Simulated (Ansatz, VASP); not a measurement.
## One calculation of Ir, two programs

File INCAR:

```
SYSTEM = Ir
ALGO = Normal
EDIFF = 1E-6
ENCUT = 560
GGA_COMPAT = .FALSE.
ISIF = 2
ISMEAR = -1
LASPH = .TRUE.
LCHARG = .FALSE.
LREAL = .FALSE.
LWAVE = .FALSE.
NBANDS = 14
NELM = 120
PREC = Accurate
SIGMA = 0.1
```

File KPOINTS:

```
k-points
0
G
  14 14 14
  0 0 0
```

Contents of POSCAR:

```
Ir
1.0
    2.4938766457      0.0000000000      0.0000000000
    0.0000000000      2.4938766457      0.0000000000
    0.0000000000      0.0000000000      2.4938766457
Ir
1
Direct
    0.0000000000      0.0000000000      0.0000000000
```

Input for Ansatz:

```yaml
crystal:
  lattice:
    - [2.4938766457, 0.0, 0.0]
    - [0.0, 2.4938766457, 0.0]
    - [0.0, 0.0, 2.4938766457]
  atoms:
    - { symbol: Ir, position: [0.0, 0.0, 0.0] }
hamiltonian:
  xc: lda
  pseudopotentials:
    kind: paw
    azcp:
      Ir: "pseudopotentials/Ir.paw.azcp"
basis:
  ecutwfc: 420
  fft_grid_basis: typed
kpoints:
  mp_grid: { grid: [14, 14, 14], shift: [0, 0, 0] }
magnetization:
  spin_polarized: false
scf:
  occupations: { method: fermi_dirac, width: 0.1 }
  lower_state_search: "off"
output:
  stress: true
  write_density: true
  write_potential: true
  elf: true
  volumetric_format: npy
```

Alike in both runs: task single point; functional LDA; k mesh 14 × 14 × 14; occupations fermi-dirac, width 0.1 eV; no spin polarisation.

|  | VASP | Ansatz |
| --- | --- | --- |
| version | VASP 6.6.1 | Ansatz 0.2.0 |
| potentials or method | VASP PAW LDA potentials, release 64 (Ir_sv_GW), cutoff 560 eV | plane waves (420 eV) with PAW, scalar-relativistic |
| valence electrons in the cell | 17 | 17 |

Ansatz gave:

- pressure (GPa): 12.5

Q: Which values does VASP return?

A: Pressure (GPa): 12.0.

Ansatz warns that its potentials were made for another functional, while VASP's fit it. LDA's correlation is that of Perdew and Zunger in VASP and of Perdew and Wang (1992) in Ansatz.

Spin-orbit coupling is off throughout.
